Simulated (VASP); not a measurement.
# SiNi3 (Pm-3m) in VASP: settings compared, part 2 of 2

VASP 6.6.1. Earlier steps stand in the parts before.

## Step 5: Single point, r2SCAN, collinear spin, ferromagnetic start

This run uses another cell than the first one, of 11.11 Å³/atom, 0.943 times its volume.

POSCAR reads:

```
SiNi3
1.0
    3.5420000000      0.0000000000      0.0000000000
    0.0000000000      3.5420000000      0.0000000000
    0.0000000000      0.0000000000      3.5420000000
Ni Si
3 1
Direct
    0.5000000000      0.5000000000      0.0000000000
    0.5000000000      0.0000000000      0.5000000000
    0.0000000000      0.5000000000      0.5000000000
    0.0000000000      0.0000000000      0.0000000000
```

INCAR.step1 reads:

```
SYSTEM = SiNi3
PREC = Accurate
ENCUT = 650
ISMEAR = -1
SIGMA = 0.05
LREAL = .FALSE.
LASPH = .TRUE.
NELM = 200
ISPIN = 2
MAGMOM = 1 1 1 0
LMAXMIX = 4
NBANDS = 41
GGA = PE
ALGO = Normal
EDIFF = 1E-5
LWAVE = .TRUE.
LCHARG = .FALSE.
GGA_COMPAT = .FALSE.
```

INCAR.step2 reads:

```
SYSTEM = SiNi3
PREC = Accurate
ENCUT = 650
EDIFF = 1E-6
ISMEAR = -1
SIGMA = 0.05
LREAL = .FALSE.
LASPH = .TRUE.
NELM = 200
ALGO = Normal
ISIF = 2
LWAVE = .FALSE.
LCHARG = .FALSE.
ISPIN = 2
MAGMOM = 1 1 1 0
LORBIT = 11
LMAXMIX = 4
METAGGA = R2SCAN
LMIXTAU = .TRUE.
NBANDS = 41
ISTART = 1
GGA_COMPAT = .FALSE.
```

KPOINTS reads:

```
Automatic mesh
0
G
  4 4 4
  0 0 0
```

Potentials or basis: VASP PAW PBE potentials, release 64 (Ni_sv_GW, Si).

The run is started by

```console
$ cat potpaw_PBE.64/Ni_sv_GW/POTCAR potpaw_PBE.64/Si/POTCAR > POTCAR
$ cp INCAR.step1 INCAR
$ mpirun -np 1 vasp_std > vasp.out
$ cp INCAR.step2 INCAR
$ mpirun -np 1 vasp_std > vasp.out
```

OUTCAR:

```text
SYSTEM = SiNi3
   PREC = Accurate
   ENCUT = 650
   EDIFF = 1E-6
   ISMEAR = -1
   LREAL = .FALSE.
   LASPH = .TRUE.
   NELM = 200
   ISIF = 2
   ISPIN = 2
   LORBIT = 11
   METAGGA = R2SCAN
   ISTART = 1

 ion  position               nearest neighbor table
   1  0.500  0.500  0.000-   2 2.50   3 2.50   4 2.50   2 2.50   3 2.50   2 2.50   4 2.50   2 2.50
                             3 2.50   4 2.50   3 2.50   4 2.50
   2  0.500  0.000  0.500-   1 2.50   3 2.50   4 2.50   1 2.50   4 2.50   1 2.50   3 2.50   1 2.50
                             3 2.50   4 2.50   4 2.50   3 2.50
   3  0.000  0.500  0.500-   1 2.50   2 2.50   4 2.50   1 2.50   4 2.50   2 2.50   4 2.50   4 2.50
                             1 2.50   2 2.50   1 2.50   2 2.50
   4  0.000  0.000  0.000-   1 2.50   2 2.50   3 2.50   2 2.50   3 2.50   1 2.50   3 2.50   3 2.50
                             1 2.50   2 2.50   2 2.50   1 2.50

  LATTYP: Found a simple cubic cell.
 ALAT       =     3.5420000000
[... 1099 lines left out ...]
      1.77100      1.77100      0.00000         0.000000      0.000000      0.000000
      1.77100      0.00000      1.77100         0.000000      0.000000      0.000000
      0.00000      1.77100      1.77100         0.000000      0.000000      0.000000
      0.00000      0.00000      0.00000         0.000000      0.000000      0.000000
 -----------------------------------------------------------------------------------
    total drift:                                0.000000      0.000000     -0.000000

  FREE ENERGIE OF THE ION-ELECTRON SYSTEM (eV)
  ---------------------------------------------------
  free  energy   TOTEN  =       -49.0918570106 eV

  energy  without entropy=      -49.0730784485  energy(sigma->0) =      -49.08246773

 total charge

# of ion       s       p       d       f       tot
--------------------------------------------------
    1        2.219   6.320   7.872   0.004  16.415
    2        2.219   6.320   7.872   0.004  16.415
    3        2.219   6.320   7.872   0.004  16.415
    4        0.718   0.814   0.000   0.000   1.533
--------------------------------------------------
tot          7.375  19.774  23.617   0.013  50.778

 magnetization (x)

# of ion       s       p       d       f       tot
--------------------------------------------------
    1        0.000   0.000   0.000   0.000   0.000
    2        0.000   0.000   0.000   0.000   0.000
    3        0.000   0.000   0.000   0.000   0.000
    4        0.000  -0.000   0.000   0.000  -0.000
--------------------------------------------------
tot          0.000   0.000   0.000   0.000   0.000
```

OSZICAR.step1:

```text
N       E                     dE             d eps       ncg     rms          rms(c)
DAV:   1     0.121129276476E+04    0.12113E+04   -0.33745E+04  2625   0.549E+03
DAV:   2     0.104085489136E+03   -0.11072E+04   -0.10643E+04  3015   0.151E+03
DAV:   3    -0.296048808157E+02   -0.13369E+03   -0.12792E+03  3241   0.701E+02
DAV:   4    -0.374137304501E+02   -0.78088E+01   -0.76469E+01  3201   0.152E+02
DAV:   5    -0.378205464093E+02   -0.40682E+00   -0.40533E+00  2989   0.299E+01    0.309E+01
DAV:   6    -0.421709899029E+02   -0.43504E+01   -0.11918E+02  2592   0.620E+02    0.351E+01
DAV:   7    -0.263010046881E+02    0.15870E+02   -0.65088E+01  2415   0.384E+02    0.493E+00
DAV:   8    -0.265444036084E+02   -0.24340E+00   -0.33530E+00  3128   0.416E+01    0.215E+00
DAV:   9    -0.265151918859E+02    0.29212E-01   -0.18041E-01  3144   0.136E+01    0.831E-01
DAV:  10    -0.265163694631E+02   -0.11776E-02   -0.10186E-02  3168   0.293E+00    0.571E-01
DAV:  11    -0.265170129025E+02   -0.64344E-03   -0.69220E-04  3120   0.747E-01    0.258E-01
DAV:  12    -0.265169678570E+02    0.45046E-04   -0.29068E-04  2992   0.723E-01    0.504E-02
DAV:  13    -0.265169695689E+02   -0.17119E-05   -0.47877E-05  2000   0.337E-01
   1 F= -.26516970E+02 E0= -.26508237E+02  d E =-.174645E-01  mag=    -0.0017
```

Run time: 3.8 min. Hardware: 1 thread of Intel Xeon Platinum 8375C at 2.90GHz (Ice Lake), shared host; peak memory 0.22 GiB.

What came out:

* Free energy: -49.0919 eV
* Pressure: -16.2 GPa
* Band gap on the k mesh: zero (filled and empty bands overlap)
* Net moment: 0.00 μB per cell
* Valence electrons inside the program's atomic spheres: Ni 16.41; Si 1.53

Levels at points of the mesh, in eV from the Fermi level:
Spin up:
```
           k point  band 27  band 28  band 29  band 30  band 31  band 32
(0.00, 0.00, 0.00)    -0.77    -0.41    -0.02    -0.02    -0.02     4.88
(0.50, 0.00, 0.00)    -1.24    -0.70    -0.02     3.56     3.56     5.27
(0.50, 0.50, 0.00)    -1.17    -1.08    -0.98     0.55     0.55     5.59
(0.50, 0.50, 0.50)    -1.30    -0.57    -0.28    -0.28    -0.28     1.17
```
Spin down:
```
           k point  band 27  band 28  band 29  band 30  band 31  band 32
(0.00, 0.00, 0.00)    -0.77    -0.41    -0.02    -0.02    -0.02     4.88
(0.50, 0.00, 0.00)    -1.24    -0.70    -0.02     3.56     3.56     5.27
(0.50, 0.50, 0.00)    -1.17    -1.08    -0.98     0.55     0.55     5.59
(0.50, 0.50, 0.50)    -1.30    -0.57    -0.28    -0.28    -0.28     1.17
```

Caveat: the k points lie up to 0.44 Å⁻¹ apart; the PAW data sets were made with another functional, which shifts forces and pressure a little.

## Step 6: Single point, LDA, collinear spin, ferromagnetic start

This run uses another cell than the first one, of 11.11 Å³/atom, 0.943 times its volume.

INCAR reads:

```
ALGO = Normal
EDIFF = 1E-7
ENCUT = 520
GGA = CA
ISIF = 2
ISMEAR = -1
ISPIN = 2
LASPH = True
LCHARG = True
LELF = True
LMAXMIX = 4
LORBIT = 11
LREAL = False
LVHAR = True
LWAVE = False
MAGMOM = 1 1 1 0
NBANDS = 29
NELM = 150
PREC = Accurate
SIGMA = 0.05
```

KPOINTS reads:

```
k-points
0
Gamma
  8 8 8
```

POSCAR is that of step 5.

Potentials or basis: VASP PAW LDA potentials, release 64 (Ni, Si).

The run is started by

```console
$ cat potpaw_LDA.64/Ni/POTCAR potpaw_LDA.64/Si/POTCAR > POTCAR
$ mpirun -np 1 vasp_std > vasp.out
```

OUTCAR:

```text
EDIFF = 1E-7
   ENCUT = 520
   GGA = CA
   ISIF = 2
   ISMEAR = -1
   ISPIN = 2
   LASPH = True
   LORBIT = 11
   LREAL = False
   NELM = 150
   PREC = Accurate

 ion  position               nearest neighbor table
   1  0.500  0.500  0.000-   2 2.50   3 2.50   4 2.50   2 2.50   3 2.50   2 2.50   4 2.50   2 2.50
                             3 2.50   4 2.50   3 2.50   4 2.50
   2  0.500  0.000  0.500-   1 2.50   3 2.50   4 2.50   1 2.50   4 2.50   1 2.50   3 2.50   1 2.50
                             3 2.50   4 2.50   4 2.50   3 2.50
   3  0.000  0.500  0.500-   1 2.50   2 2.50   4 2.50   1 2.50   4 2.50   2 2.50   4 2.50   4 2.50
                             1 2.50   2 2.50   1 2.50   2 2.50
[... 1774 lines left out ...]
     0.000000000  0.000000000  3.542000000     0.000000000  0.000000000  0.282326369

 POSITION                                       TOTAL-FORCE (eV/Angst)
 -----------------------------------------------------------------------------------
      1.77100      1.77100      0.00000         0.000000      0.000000      0.000000
      1.77100      0.00000      1.77100         0.000000      0.000000      0.000000
      0.00000      1.77100      1.77100         0.000000      0.000000      0.000000
      0.00000      0.00000      0.00000         0.000000      0.000000      0.000000
 -----------------------------------------------------------------------------------
    total drift:                                0.000000      0.000000      0.000000

  FREE ENERGIE OF THE ION-ELECTRON SYSTEM (eV)
  ---------------------------------------------------
  free  energy   TOTEN  =       -27.6499139866 eV

  energy  without entropy=      -27.6322132539  energy(sigma->0) =      -27.64106362

 total charge

# of ion       s       p       d       tot
------------------------------------------
    1        0.475   0.538   8.411   9.424
    2        0.475   0.538   8.411   9.424
    3        0.475   0.538   8.411   9.424
    4        0.736   0.803   0.000   1.539
--------------------------------------------------
tot          2.161   2.418  25.233  29.811

 magnetization (x)

# of ion       s       p       d       tot
------------------------------------------
    1        0.000  -0.000   0.000   0.000
    2        0.000  -0.000   0.000   0.000
    3        0.000  -0.000   0.000   0.000
    4       -0.000  -0.000   0.000  -0.000
--------------------------------------------------
tot         -0.000  -0.000   0.000   0.000
```

Run time: 2.7 min. Hardware: 1 thread of Intel Xeon 8259CL, shared host; peak memory 0.19 GiB.

What came out:

```
Free energy                                           : -27.6499 eV
Pressure                                              : -19.9 GPa
Band gap on the k mesh                                : zero (filled and empty bands overlap)
Net moment                                            : 0.00 μB per cell
Valence electrons inside the program's atomic spheres : Ni 9.42; Si 1.54
```

## Step 7: Overview

| level | potentials or basis | spin | cell | k mesh | cutoff (eV) | second run | gap on the mesh (eV) | pressure (GPa) | moment (μB) |
| --- | --- | --- | --- | --- | --- | --- | --- | --- | --- |
| PBEsol | VASP PAW PBE potentials, release 64 (Ni, Si) | collinear, ferromagnetic start | a = 3.611 Å, 4 atoms | 8 × 8 × 8 | 520 | - | none | -22.3 | 0.00 |
| r2SCAN | VASP PAW PBE potentials, release 64 (Ni, Si) | collinear, ferromagnetic start | a = 3.470 Å, 4 atoms | 8 × 8 × 8 | 520 | - | none | -0.7 | 0.00 |
| PBE | VASP PAW PBE potentials, release 64 (Ni, Si) | collinear, ferrimagnetic start | a = 3.542 Å, 4 atoms | 8 × 8 × 8 | 520 | - | none | -6.0 | 0.00 |
| r2SCAN | VASP PAW PBE potentials, release 64 (Ni_sv_GW, Si) | collinear, ferromagnetic start | a = 3.542 Å, 4 atoms | 4 × 4 × 4 | 650 | valence_matched | none | -16.2 | 0.00 |
| LDA | VASP PAW LDA potentials, release 64 (Ni, Si) | collinear, ferromagnetic start | a = 3.542 Å, 4 atoms | 8 × 8 × 8 | 520 | - | none | -19.9 | 0.00 |

Alike in all rows: task single point; smearing fermi-dirac 0.05 eV.

Caveats: some runs use coarse meshes; the PAW data sets were made with another functional, which shifts forces and pressure a little (some runs).

Total energies depend on the potentials used, so only differences within one code and one set of settings carry meaning.
